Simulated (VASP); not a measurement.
Here is a VASP 6.6.1 calculation.

The input INCAR:

```
PREC     = Accurate       # precision mode
ENCUT    = 500            # plane-wave cutoff, eV
EDIFF    = 1E-6           # SCF threshold, eV
ISMEAR   = -1             # smearing method
SIGMA    = 0.2            # smearing width, eV
LREAL    = False          # projectors in reciprocal space
LASPH    = True           # aspherical terms in the spheres
NELM     = 200            # most SCF steps
ALGO     = Normal         # electronic algorithm
ISIF     = 2              # what is computed and relaxed
LWAVE    = False          # write WAVECAR
LCHARG   = False          # write CHGCAR
ISPIN    = 2              # spin polarisation
MAGMOM   = 4 0            # initial moments
LORBIT   = 11             # projections on sites
LMAXMIX  = 4              # l up to which the mixer works
GGA      = CA             # functional
NBANDS   = 20             # bands
ISYM     = 0            
GGA_COMPAT= False
```

Contents of KPOINTS:

```
Automatic mesh
0
Gamma
  6 6 6
  0.5 0.5 0.5
```

Contents of POSCAR:

```
MnS
1.0
    0.0000000000      2.6045000000      2.6045000000
    2.6045000000      0.0000000000      2.6045000000
    2.6045000000      2.6045000000      0.0000000000
Mn S
1 1
Direct
    0.0000000000      0.0000000000      0.0000000000
    0.5000000000      0.5000000000      0.5000000000
```

Potentials or basis: VASP PAW LDA potentials, release 64 (Mn_pv, S).

Run with:

```sh
$ cat potpaw_LDA.64/Mn_pv/POTCAR potpaw_LDA.64/S/POTCAR > POTCAR
$ mpirun -np 1 vasp_std > vasp.out
```

Question: Estimate the site moments.

Answer: Mn +3.96; S +0.07 μB.

Question: What does it give for the net moment?

Answer: 4.35 μB per cell.

Question: Predict the pressure.

Answer: -13.4 GPa.

Caveat: the cell stands under tension; a cell with one magnetic atom can't hold antiferromagnetic order, which such compounds often take.
